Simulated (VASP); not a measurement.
# Li (Pm-3m) in VASP: further runs

Li is run at these levels: RPBE; tasks: single point.

Everything below comes from runs of VASP 6.6.1. Logs are shortened: lines on timing, memory, paths and dates and some standing lists are left out, and cuts for length are marked.

### Step 1. The cell of the first run

Symmetry: Pm-3m, No. 221, cubic system. The conventional cell has a = 2.810 Å, b = 2.810 Å, c = 2.810 Å, α = 90.00°, β = 90.00°, γ = 90.00°. Li (site symmetry m-3m) has 6 Li at 2.81 Å within 3.7 Å.

This isn't the form of Li at room conditions, which is bcc.

### Step 2. Single point, RPBE (22.18 Å³/atom)

INCAR reads:

```
PREC = Accurate
ENCUT = 520
EDIFF = 1E-7
ISMEAR = -1
SIGMA = 0.1
LREAL = False
LASPH = True
NELM = 80
ALGO = Normal
ISIF = 2
LWAVE = False
LCHARG = False
GGA = RP
NBANDS = 8
```

KPOINTS reads:

```
Automatic mesh
0
Gamma
  13 13 13
```

POSCAR reads:

```
Li
1.0
    2.8095140745      0.0000000000      0.0000000000
    0.0000000000      2.8095140745      0.0000000000
    0.0000000000      0.0000000000      2.8095140745
Li
1
Direct
    0.0000000000      0.0000000000      0.0000000000
```

Potentials or basis: VASP PAW PBE potentials, release 64 (Li_sv).

Run with:

```sh
cat potpaw_PBE.64/Li_sv/POTCAR > POTCAR
mpirun -np 1 vasp_std > vasp.out
```

OUTCAR:

```text
PREC = Accurate
   ENCUT = 520
   EDIFF = 1E-7
   ISMEAR = -1
   LREAL = False
   LASPH = True
   NELM = 80
   ISIF = 2
   GGA = RP

 ion  position               nearest neighbor table
   1  0.000  0.000  0.000-

  LATTYP: Found a simple cubic cell.
 ALAT       =     2.8095140745

  Lattice vectors:

 A1 = (   2.8095140745,   0.0000000000,   0.0000000000)
 A2 = (   0.0000000000,   2.8095140745,   0.0000000000)
 A3 = (   0.0000000000,   0.0000000000,   2.8095140745)

Analysis of symmetry for initial positions (statically):
=====================================================================
 Subroutine PRICEL returns:
 Original cell was already a primitive cell.

 Routine SETGRP: Setting up the symmetry group for a
 simple cubic supercell.

 Subroutine GETGRP returns: Found 48 space group operations
 (whereof 48 operations were pure point group operations)
 out of a pool of 48 trial point group operations.

The static configuration has the point symmetry O_h .

Analysis of symmetry for dynamics (positions and initial velocities):
=====================================================================
 Subroutine PRICEL returns:
 Original cell was already a primitive cell.

 Routine SETGRP: Setting up the symmetry group for a
 simple cubic supercell.

 Subroutine GETGRP returns: Found 48 space group operations
 (whereof 48 operations were pure point group operations)
 out of a pool of 48 trial point group operations.

The dynamic configuration has the point symmetry O_h .

 Subroutine INISYM returns: Found 48 space group operations
 (whereof 48 operations are pure point group operations),
 and found     1 'primitive' translations

----------------------------------------------------------------------------------------

                                     Primitive cell

  volume of cell :      22.1765

  direct lattice vectors                    reciprocal lattice vectors
     2.809514075  0.000000000  0.000000000     0.355933437  0.000000000  0.000000000
     0.000000000  2.809514075  0.000000000     0.000000000  0.355933437  0.000000000
     0.000000000  0.000000000  2.809514075     0.000000000  0.000000000  0.355933437

  length of vectors
     2.809514075  2.809514075  2.809514075     0.355933437  0.355933437  0.355933437

  position of ions in fractional coordinates (direct lattice)
     0.000000000  0.000000000  0.000000000

[... 75 lines left out ...]
   EDIFF  = 0.1E-06   stopping-criterion for ELM
   LREAL  =      F    real-space projection
   EDIFFG = 0.1E-05   stopping-criterion for IOM
   NSW    =      0    number of steps for IOM
   IBRION =     -1    ionic relax: 0-MD 1-quasi-New 2-CG
   NFREE  =      0    steps in history (QN), initial steepest desc. (CG)
   ISIF   =      2    stress and relaxation
   ISYM   =      2    0-nonsym 1-usesym 2-fastsym
   POTIM  = 0.5000    time-step for ionic-motion
   TEBEG  =    0.0;   TEEND  =   0.0 temperature during run
   PSTRESS=    0.0 pullay stress
   NELECT =       3.0000    total number of electrons
   NUPDOWN=      -1.0000    fix difference up-down
   EMIN   =  10.00;   EMAX   =-10.00  energy-range for DOS
   EFERMI =   0.00;   METHOD = LEGACY
   ISMEAR =    -1;   SIGMA  =   0.10  broadening in eV -4-tet -1-fermi 0-gaus
   EFERMI_NEDOS =   21; number of points for ismear=-14 and -15
   IALGO  =     38    algorithm
   IMIX   =      4    mixing-type and parameters
     AMIX     =   0.40;   BMIX     =  1.00
     AMIX_MAG =   1.60;   BMIX_MAG =  1.00
  volume/ion in A,a.u.               =      22.18       149.65
  Fermi-wavevector in a.u.,A,eV,Ry     =   0.840396  1.588118  9.609327  0.706266
  Thomas-Fermi vector in A             =   1.954771
   LORBIT       =      0    0 simple, 1 ext, 2 COOP (PROOUT), +10 PAW based schemes
   GGA     = RP    functional components
   LHFCALC =     F    Hartree Fock is set to
   AEXX    =    0.0000 exact exchange contribution
   IVDW    =     0    specifies the selected vdW correction
   LEPSILON=     F    determine dielectric tensor
   LRPA    =     F    only Hartree local field effects (RPA)
 non-spin polarized calculation
  energy-cutoff  :      520.00
  volume of cell :       22.18
 maximum number of plane-waves:       619
 NGX is ok and might be reduce to    24
   NGX = 11   NGY = 11   NGZ = 11

 number of electron       3.0000007 magnetization

 Free energy of the ion-electron system (eV)
  ---------------------------------------------------
  ext. energy  EPLUGINS =         0.00000000
  ---------------------------------------------------
  free energy    TOTEN  =        -1.69785428 eV

  energy without entropy =       -1.68577728  energy(sigma->0) =       -1.69181578

 E-fermi :   0.4222     XC(G=0):  -6.7939

 val. band max:        0.2974027403   @ k =   0.3846   0.2308   0.1538
 cond. band min:       0.5097138459   @ k =   0.4615   0.1538   0.1538
 fundamental gap:      0.2123111056
 Fermi energy:         0.4222212796

 k-point     1 :       0.0000    0.0000    0.0000
  band No.  band energies     occupation
      1     -46.6992      2.00000
      2      -2.9780      2.00000
      3      11.8176      0.00000
      4      11.8176      0.00000
      5      11.8176      0.00000
      6      13.9825      0.00000
      7      13.9825      0.00000
      8      19.6724      0.00000
[... 243 lines left out ...]
 k-point    24 :       0.3846    0.3077    0.0000
  band No.  band energies     occupation
      1     -46.6761      2.00000
      2       0.5589      0.40614
      3       4.0320      0.00000
      4       8.1741      0.00000
      5      11.2446      0.00000
      6      15.4113      0.00000
      7      20.0560      0.00000
      8      21.9597      0.00000

 [... further k-points ...]

------------------------ aborting loop because EDIFF is reached ----------------------------------------

  FORCE on cell =-STRESS in cart. coord.  units (eV):
  Direction    XX          YY          ZZ          XY          YZ          ZX
  --------------------------------------------------------------------------------------
  -------------------------------------------------------------------------------------
  Total       -0.0745510     -0.0745510     -0.0745510      0.0000000      0.0000000     -0.0000000
  in kB       -5.3860504     -5.3860504     -5.3860504      0.0000000      0.0000000     -0.0000000
  external PRESSURE =      -5.3860504 kB  Pullay stress =       0.0000000 kB

 VOLUME and BASIS-vectors are now :
 -----------------------------------------------------------------------------
  energy-cutoff  :      520.00
  volume of cell :       22.18
      direct lattice vectors                 reciprocal lattice vectors
     2.809514075  0.000000000  0.000000000     0.355933437  0.000000000  0.000000000
     0.000000000  2.809514075  0.000000000     0.000000000  0.355933437  0.000000000
     0.000000000  0.000000000  2.809514075     0.000000000  0.000000000  0.355933437

 POSITION                                       TOTAL-FORCE (eV/Angst)
 -----------------------------------------------------------------------------------
      0.00000      0.00000      0.00000         0.000000      0.000000      0.000000
 -----------------------------------------------------------------------------------
    total drift:                                0.000000     -0.000000      0.000000

  FREE ENERGIE OF THE ION-ELECTRON SYSTEM (eV)
  ---------------------------------------------------
  free  energy   TOTEN  =        -1.6978542772 eV

  energy  without entropy=       -1.6857772797  energy(sigma->0) =       -1.69181578
```

OSZICAR:

```text
N       E                     dE             d eps       ncg     rms          rms(c)
DAV:   1     0.676477307781E-01    0.67648E-01   -0.71240E+02  1360   0.263E+02
DAV:   2    -0.167632744853E+01   -0.17440E+01   -0.17053E+01  1952   0.340E+01
DAV:   3    -0.170069266574E+01   -0.24365E-01   -0.24350E-01  1528   0.302E+00
DAV:   4    -0.170108300264E+01   -0.39034E-03   -0.39034E-03  2008   0.308E-01
DAV:   5    -0.170108602483E+01   -0.30222E-05   -0.30222E-05  1528   0.153E-02    0.274E-01
DAV:   6    -0.169914567443E+01    0.19404E-02   -0.29807E-04  1912   0.108E-01    0.165E-01
DAV:   7    -0.169786376709E+01    0.12819E-02   -0.95758E-04  1768   0.156E-01    0.344E-02
DAV:   8    -0.169785354332E+01    0.10224E-04   -0.72883E-06  1640   0.191E-02    0.430E-03
DAV:   9    -0.169785411454E+01   -0.57122E-06   -0.43092E-07  2032   0.325E-03    0.595E-04
DAV:  10    -0.169785429623E+01   -0.18169E-06   -0.87436E-09  1304   0.677E-04    0.117E-04
DAV:  11    -0.169785427722E+01    0.19019E-07   -0.56012E-10   824   0.197E-04
   1 F= -.16978543E+01 E0= -.16918158E+01  d E =-.120770E-01
```

stdout:

```text
POSCAR found type information on POSCAR Li
 POSCAR found :  1 types and       1 ions
 scaLAPACK will be used
 -----------------------------------------------------------------------------
|                                                                             |
|                                                                             |
|     You enforced a specific xc type in the INCAR file but a different       |
|     I HOPE YOU KNOW WHAT YOU ARE DOING!                                     |
|                                                                             |
 -----------------------------------------------------------------------------

 LDA part: xc-table for (Slater+PW92), standard interpolation
 POSCAR, INCAR and KPOINTS ok, starting setup
 FFT: planning ... GRIDC
 FFT: planning ... GRID_SOFT
 FFT: planning ... GRID
 WAVECAR not read
 entering main loop
```

It took 12 s on 1 thread of Intel Xeon 8259CL, shared host; peak memory 0.13 GiB.

What came out:

- Free energy: -1.6979 eV
- Band gap on the k mesh: zero (an odd number of electrons rules out a gap without spin polarisation)

Caveat: the cutoff is under 1.25 times the usual one of these potentials, so pressure, stress and relaxed cells hold a basis-set (Pulay) error; the PAW data sets were made with another functional, which shifts forces and pressure a little.

### Step 3. Single point, RPBE (23.03 Å³/atom)

This run uses another cell than the first one, of 23.03 Å³/atom.

INCAR reads:

```
SYSTEM = Li
PREC = Accurate ; ENCUT = 520
EDIFF = 1E-6 ; ISMEAR = -1
SIGMA = 0.1 ; LREAL = .False.
LASPH = .True. ; NELM = 60
ALGO = Normal ; ISIF = 2
LWAVE = .False. ; LCHARG = .True.
GGA = RP ; LELF = .True.
LVHAR = .True. ; NBANDS = 8
```

KPOINTS reads:

```
regular mesh
0
Gamma
  13 13 13
  0 0 0
```

POSCAR reads:

```
Li
1.0
    2.8450813196      0.0000000000      0.0000000000
    0.0000000000      2.8450813196      0.0000000000
    0.0000000000      0.0000000000      2.8450813196
Li
1
Direct
    0.0000000000      0.0000000000      0.0000000000
```

Potentials or basis: VASP PAW PBE potentials, release 64 (Li_sv).

Run with:

```sh
cat potpaw_PBE.64/Li_sv/POTCAR > POTCAR
mpirun -np 1 vasp_std > vasp.out
```

Run time: 11 s. Hardware: 1 thread of Intel Xeon 8259CL, shared host; peak memory 0.13 GiB.

The run converged. Its results:

- Free energy: -1.6945 eV
- Band gap on the k mesh: zero (an odd number of electrons rules out a gap without spin polarisation)

Levels at points of the mesh, in eV from the Fermi level:
```tsv
k point	band 1	band 2	band 3	band 4	band 5	band 6	band 7
(0.00, 0.00, 0.00)	-47.18	-3.35	11.10	11.10	11.10	13.24	13.24
```

Caveat: the cutoff is under 1.25 times the usual one of these potentials, so pressure, stress and relaxed cells hold a basis-set (Pulay) error; the PAW data sets were made with another functional, which shifts forces and pressure a little.

### Step 4. Single point, RPBE (23.88 Å³/atom)

This run uses another cell than the first one, of 23.88 Å³/atom.

INCAR reads:

```
SYSTEM = Li
ALGO     = Normal         ! electronic algorithm
EDIFF    = 1E-7           ! SCF threshold, eV
ENCUT    = 520            ! plane-wave cutoff, eV
GGA      = RP             ! functional
ISIF     = 2              ! what is computed and relaxed
ISMEAR   = -1             ! smearing method
LASPH    = .True.         ! aspherical terms in the spheres
LCHARG   = .False.        ! write CHGCAR
LREAL    = .False.        ! projectors in reciprocal space
LWAVE    = .False.        ! write WAVECAR
NBANDS   = 8              ! bands
NELM     = 60             ! most SCF steps
PREC     = Accurate       ! precision mode
SIGMA    = 0.1            ! smearing width, eV
```

KPOINTS reads:

```
k-points
0
Gamma
  13 13 13
  0 0 0
```

POSCAR reads:

```
Li
1.0
    2.8797808530      0.0000000000      0.0000000000
    0.0000000000      2.8797808530      0.0000000000
    0.0000000000      0.0000000000      2.8797808530
Li
1
Direct
    0.0000000000      0.0000000000      0.0000000000
```

Potentials or basis: VASP PAW PBE potentials, release 64 (Li_sv).

Run with:

```sh
cat potpaw_PBE.64/Li_sv/POTCAR > POTCAR
mpirun -np 1 vasp_std > vasp.out
```

OUTCAR:

```text
SYSTEM = Li
   EDIFF = 1E-7
   ENCUT = 520
   GGA = RP
   ISIF = 2
   ISMEAR = -1
   LASPH = .True.
   LREAL = .False.
   NELM = 60
   PREC = Accurate

 ion  position               nearest neighbor table
   1  0.000  0.000  0.000-

  LATTYP: Found a simple cubic cell.
 ALAT       =     2.8797808530

  Lattice vectors:

 A1 = (   2.8797808530,   0.0000000000,   0.0000000000)
 A2 = (   0.0000000000,   2.8797808530,   0.0000000000)
 A3 = (   0.0000000000,   0.0000000000,   2.8797808530)

Analysis of symmetry for initial positions (statically):
=====================================================================
 Subroutine PRICEL returns:
 Original cell was already a primitive cell.

 Routine SETGRP: Setting up the symmetry group for a
 simple cubic supercell.

 Subroutine GETGRP returns: Found 48 space group operations
 (whereof 48 operations were pure point group operations)
 out of a pool of 48 trial point group operations.

The static configuration has the point symmetry O_h .

Analysis of symmetry for dynamics (positions and initial velocities):
[... 159 lines left out ...]
 val. band max:        0.1017267029   @ k =   0.3846   0.2308   0.1538
 cond. band min:       0.3347787259   @ k =   0.4615   0.1538   0.1538
 fundamental gap:      0.2330520230
 Fermi energy:         0.2318834227

 k-point     1 :       0.0000    0.0000    0.0000
  band No.  band energies     occupation
      1     -46.9991      2.00000
      2      -3.0690      2.00000
      3      11.0558      0.00000
      4      11.0558      0.00000
      5      11.0558      0.00000
      6      13.1709      0.00000
      7      13.1709      0.00000
      8      18.4396      0.00000
[... 243 lines left out ...]
 k-point    24 :       0.3846    0.3077    0.0000
  band No.  band energies     occupation
      1     -46.9818      2.00000
      2       0.3526      0.46036
      3       3.6598      0.00000
      4       7.5532      0.00000
      5      10.5150      0.00000
      6      14.4407      0.00000
      7      18.9171      0.00000
      8      20.7582      0.00000

 [... further k-points ...]

------------------------ aborting loop because EDIFF is reached ----------------------------------------

  FORCE on cell =-STRESS in cart. coord.  units (eV):
  Direction    XX          YY          ZZ          XY          YZ          ZX
  --------------------------------------------------------------------------------------
  -------------------------------------------------------------------------------------
  Total       -0.1766626     -0.1766626     -0.1766626     -0.0000000      0.0000000     -0.0000000
  in kB      -11.8515988    -11.8515988    -11.8515988     -0.0000000      0.0000000     -0.0000000
  external PRESSURE =     -11.8515988 kB  Pullay stress =       0.0000000 kB

 VOLUME and BASIS-vectors are now :
 -----------------------------------------------------------------------------
  energy-cutoff  :      520.00
  volume of cell :       23.88
      direct lattice vectors                 reciprocal lattice vectors
     2.879780853  0.000000000  0.000000000     0.347248645  0.000000000  0.000000000
     0.000000000  2.879780853  0.000000000     0.000000000  0.347248645  0.000000000
     0.000000000  0.000000000  2.879780853     0.000000000  0.000000000  0.347248645

 POSITION                                       TOTAL-FORCE (eV/Angst)
 -----------------------------------------------------------------------------------
      0.00000      0.00000      0.00000         0.000000      0.000000      0.000000
 -----------------------------------------------------------------------------------
    total drift:                                0.000000     -0.000000      0.000000

  FREE ENERGIE OF THE ION-ELECTRON SYSTEM (eV)
  ---------------------------------------------------
  free  energy   TOTEN  =        -1.6893573182 eV

  energy  without entropy=       -1.6765373231  energy(sigma->0) =       -1.68294732
```

stdout:

```text
POSCAR found type information on POSCAR Li
 POSCAR found :  1 types and       1 ions
 scaLAPACK will be used
 -----------------------------------------------------------------------------
|                                                                             |
|                                                                             |
|     You enforced a specific xc type in the INCAR file but a different       |
|     I HOPE YOU KNOW WHAT YOU ARE DOING!                                     |
|                                                                             |
 -----------------------------------------------------------------------------

 LDA part: xc-table for (Slater+PW92), standard interpolation
 POSCAR, INCAR and KPOINTS ok, starting setup
 FFT: planning ... GRIDC
 FFT: planning ... GRID_SOFT
 FFT: planning ... GRID
 WAVECAR not read
 entering main loop
```

Wall time 13 s (1 thread of Intel Xeon 8259CL, shared host); peak memory 0.13 GiB.

What came out:

```
Free energy            : -1.6894 eV
Band gap on the k mesh : zero (an odd number of electrons rules out a gap without spin polarisation)
```

Levels at points of the mesh, in eV from the Fermi level:
| k point | band 1 | band 2 | band 3 | band 4 | band 5 | band 6 | band 7 |
| --- | --- | --- | --- | --- | --- | --- | --- |
| (0.00, 0.00, 0.00) | -47.23 | -3.30 | 10.82 | 10.82 | 10.82 | 12.94 | 12.94 |

Caveat: the cutoff is under 1.25 times the usual one of these potentials, so pressure, stress and relaxed cells hold a basis-set (Pulay) error; the PAW data sets were made with another functional, which shifts forces and pressure a little.

### Step 5. Single point, RPBE

This run uses another cell than the first one, of 21.32 Å³/atom.

INCAR reads:

```
PREC = Accurate ; ENCUT = 520
EDIFF = 1E-7 ; ISMEAR = -1
SIGMA = 0.1 ; LREAL = F
LASPH = T ; NELM = 80
ALGO = Normal ; ISIF = 2
LWAVE = F ; LCHARG = F
GGA = RP ; NBANDS = 8
```

KPOINTS reads:

```
regular mesh
0
Gamma
  19 19 19
```

POSCAR reads:

```
Li
1.0
    2.7730227483      0.0000000000      0.0000000000
    0.0000000000      2.7730227483      0.0000000000
    0.0000000000      0.0000000000      2.7730227483
Li
1
Direct
    0.0000000000      0.0000000000      0.0000000000
```

Run with:

```sh
cat potpaw_PBE.64/Li_sv/POTCAR > POTCAR
mpirun -np 1 vasp_std > vasp.out
```

It took 31 s on 1 thread of Intel Xeon 8259CL, shared host; peak memory 0.15 GiB.

Results (log left out):

```
Free energy            : -1.6984 eV
Band gap on the k mesh : zero (an odd number of electrons rules out a gap without spin polarisation)
```

Levels at points of the mesh, in eV from the Fermi level:
```csv
k point,band 1,band 2,band 3,band 4,band 5
"(0.00, 0.00, 0.00)",-47.05,-3.44,11.72,11.72,11.72
```

Caveat: the cutoff is under 1.25 times the usual one of these potentials, so pressure, stress and relaxed cells hold a basis-set (Pulay) error; the PAW data sets were made with another functional, which shifts forces and pressure a little.

### Step 6. Overview

| cell | k mesh | gap on the mesh (eV) |
| --- | --- | --- |
| a = 2.810 Å, 1 atom | 13 × 13 × 13 | none |
| a = 2.845 Å, 1 atom | 13 × 13 × 13 | none |
| a = 2.880 Å, 1 atom | 13 × 13 × 13 | none |
| a = 2.773 Å, 1 atom | 19 × 19 × 19 | none |

Alike in all rows: task single point; level RPBE; potentials or basis VASP PAW PBE potentials, release 64 (Li_sv); no spin polarisation; cutoff (eV) 520; smearing fermi-dirac 0.1 eV.

Caveats: the cutoff is under 1.25 times the usual one of these potentials, so pressure, stress and relaxed cells hold a basis-set (Pulay) error; the PAW data sets were made with another functional, which shifts forces and pressure a little.

Total energies depend on the potentials used, so only differences within one code and one set of settings carry meaning.
